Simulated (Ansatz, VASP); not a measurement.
## LiHf4Br2 in VASP and in Ansatz

File INCAR:

```
PREC = Accurate
ENCUT = 600
EDIFF = 1E-6
ISMEAR = 0
SIGMA = 0.2
LREAL = F
LASPH = T
NELM = 60
ALGO = Normal
ISIF = 3
LWAVE = F
LCHARG = F
GGA = PE
IBRION = 2
NSW = 36
EDIFFG = -0.08
```

The input KPOINTS:

```
regular mesh
0
Gamma
  4 4 4
```

POSCAR

```
LiHf4Br2
1.0
   -3.2739482100      3.4460556300      3.8850464400
    3.2739482100     -3.4460556300      3.8850464400
    3.2739482100      3.4460556300     -3.8850464400
Li Hf Br
1 4 2
Direct
    0.5000000000      0.5000000000      0.0000000000
    0.8484761600      0.1390181900      0.7094579700
    0.1515238400      0.8609818100      0.2905420300
    0.4295602200      0.1390181900      0.2905420300
    0.5704397800      0.8609818100      0.7094579700
    0.0000000000      0.6728526700      0.6728526700
    0.0000000000      0.3271473300      0.3271473300
```

Input for Ansatz:

```yaml
crystal:
  lattice:
    - [-3.27394821, 3.44605563, 3.88504644]
    - [3.27394821, -3.44605563, 3.88504644]
    - [3.27394821, 3.44605563, -3.88504644]
  atoms:
    - { symbol: Li, position: [0.5, 0.5, 0.0] }
    - { symbol: Hf, position: [0.84847616, 0.13901819, 0.70945797] }
    - { symbol: Hf, position: [0.15152384, 0.86098181, 0.29054203] }
    - { symbol: Hf, position: [0.42956022, 0.13901819, 0.29054203] }
    - { symbol: Hf, position: [0.57043978, 0.86098181, 0.70945797] }
    - { symbol: Br, position: [0.0, 0.67285267, 0.67285267] }
    - { symbol: Br, position: [0.0, 0.32714733, 0.32714733] }
basis:
  ecutwfc: 420
kpoints:
  mp_grid: { grid: [4, 4, 4] }
hamiltonian:
  xc: pbe
scf:
  occupations: { method: gaussian, width: 0.2 }
  lower_state_search: "off"
output:
  forces: true
  stress: true
  eigenvalues: true
relax:
  adjacent_minimum: "off"
  f_tol: 0.08
  max_steps: 16
  cell: { stress_tol: 0.8 }
```

Alike in both runs: task relaxation of cell and atoms; functional PBE; k mesh 4 × 4 × 4; occupations gaussian, width 0.2 eV; no spin polarisation.

|  | VASP | Ansatz |
| --- | --- | --- |
| version | VASP 6.6.1 | Ansatz 0.2.0 |
| potentials or method | VASP PAW PBE potentials, release 64 (Li_sv, Hf_pv, Br), cutoff 600 eV | scalar-relativistic, plane waves, PAW |
| valence electrons in the cell | 57 | 121 |

```tsv
	VASP	Ansatz	Ansatz less VASP
gap on the k mesh at the Fermi level, each at its own relaxed structure (eV)	none	none	-
relaxed volume (Å³/atom)	24.12	24.34	+0.221
relaxed cell length with the largest relative difference (Å)	6.458	6.493	+0.0354
```

A gap of «none» marks a metal or a gap that the smearing closes. VASP's potentials hold 57 valence electrons a cell and Ansatz's 121, so a difference there can come from the potentials and not from the codes.

Neither program's run includes spin-orbit coupling. Noted on VASP's run: the cutoff is short for stress, so the pressure is rough.
